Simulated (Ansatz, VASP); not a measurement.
**One calculation of Te, two programs**

```
Te
1.0
     4.47126    0.00000    0.00000
    -2.23563    3.87222    0.00000
     0.00000    0.00000    5.94875
Te
3
Direct
  0.26419 0.00000 0.33333
  0.00000 0.26419 0.66667
  0.73581 0.73581 0.00000
```

Alike in both runs: task single point; functional HSE06; k mesh 6 × 6 × 2; occupations fermi-dirac, width 0.2 eV; no spin polarisation.

|  | VASP | Ansatz |
| --- | --- | --- |
| version | VASP 6.6.1 | Ansatz 0.2.0 |
| potentials or method | VASP PAW PBE potentials, release 64 (Te) | plane waves |
| plane-wave cutoff (eV) | 520 | 420 |
| valence electrons in the cell | 18 | 48 |

VASP gave:

| Item | Value |
| --- | --- |
| pressure (GPa) | -0.8 |
| traceless stress, the component that is largest in VASP (GPa) | -0.47 |
| rms of the force components (eV/Å) | 0.136 |

Problem. Estimate Ansatz's values.

Solution. Pressure (GPa): -0.3; traceless stress, the component that is largest in VASP (GPa): -0.32; rms of the force components (eV/Å): 0.119.

Atom by atom the forces differ by 0.018 eV/Å (rms over components). VASP's potentials hold 18 valence electrons a cell and Ansatz's 48, so a difference there can come from the potentials and not from the codes. Ansatz's warnings: stress exchange threshold loose, stress scf threshold loose.

The k mesh is coarse, so the values compare programs but aren't converged. Neither program's run includes spin-orbit coupling.
